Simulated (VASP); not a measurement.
Input of a VASP 6.6.1 run:

File INCAR:

```
SYSTEM = Ge3BiH4
  PREC = Accurate
  ENCUT = 520
  EDIFF = 1E-6
  ISMEAR = 0
  SIGMA = 0.1
  LREAL = .FALSE.
  LASPH = .TRUE.
  NELM = 60
  ALGO = Normal
  ISIF = 2
  LWAVE = .FALSE.
  LCHARG = .TRUE.
  GGA = PE
  LELF = .TRUE.
  LVHAR = .TRUE.
  NBANDS = 40
```

KPOINTS

```
Automatic mesh
0
G
  4 4 4
  0 0 0
```

The input POSCAR:

```
Ge3BiH4
1.0
    4.7393189472      0.0000000000      0.0000000000
    0.0000000000      4.7393189472      0.0000000000
    0.0000000000      0.0000000000      4.7393189472
Ge Bi H
3 1 4
Direct
    0.0000000000      0.5000000000      0.5000000000
    0.5000000000      0.0000000000      0.5000000000
    0.5000000000      0.5000000000      0.0000000000
    0.0000000000      0.0000000000      0.0000000000
    0.5000000000      0.5000000000      0.5000000000
    0.5000000000      0.0000000000      0.0000000000
    0.0000000000      0.5000000000      0.0000000000
    0.0000000000      0.0000000000      0.5000000000
```

Potentials or basis: VASP PAW PBE potentials, release 64 (Ge_d, Bi_d, H).

The run is started by

```bash
$ cat potpaw_PBE.64/Ge_d/POTCAR potpaw_PBE.64/Bi_d/POTCAR potpaw_PBE.64/H/POTCAR > POTCAR
$ mpirun -np 1 vasp_std > vasp.out
```

(1) Estimate the pressure.

Answers

(1) -0.2 GPa.
